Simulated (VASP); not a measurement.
Here is a VASP 6.6.1 calculation.

File INCAR:

```
PREC = Accurate
ENCUT = 600
EDIFF = 1E-7
ISMEAR = 0
SIGMA = 0.1
LREAL = F
LASPH = T
NELM = 80
ALGO = Fast
ISIF = 3
LWAVE = F
LCHARG = F
GGA = PE
IBRION = 2
NSW = 80
EDIFFG = -0.01
```

File KPOINTS:

```
Automatic mesh
0
Gamma
  15 15 8
```

The input POSCAR:

```
Zr
1.0
    3.2221213311      0.0000000000      0.0000000000
   -1.6110606655      2.7904389269      0.0000000000
    0.0000000000      0.0000000000      5.1950311163
Zr
2
Direct
    0.3333333333      0.6666666667      0.2500000000
    0.6666666667      0.3333333333      0.7500000000
```

Potentials or basis: VASP PAW PBE potentials, release 64 (Zr_sv).

Command:

```sh
$ cat potpaw_PBE.64/Zr_sv/POTCAR > POTCAR
$ mpirun -np 1 vasp_std > vasp.out
```

(1) What does it give for the relaxed volume?

(2) Estimate the band gap on the k mesh.

(3) What does it give for the relaxed cell?

(4) Predict the space group after relaxing (to 0.1 Å).

## Answers

(1) 23.39 Å³/atom.

(2) zero (bands 12 and 13 overlap by 1.18 eV).

(3) a = 3.232 Å, b = 3.232 Å, c = 5.171 Å, α = 90.00°, β = 90.00°, γ = 120.00°.

(4) P6_3/mmc (No. 194).
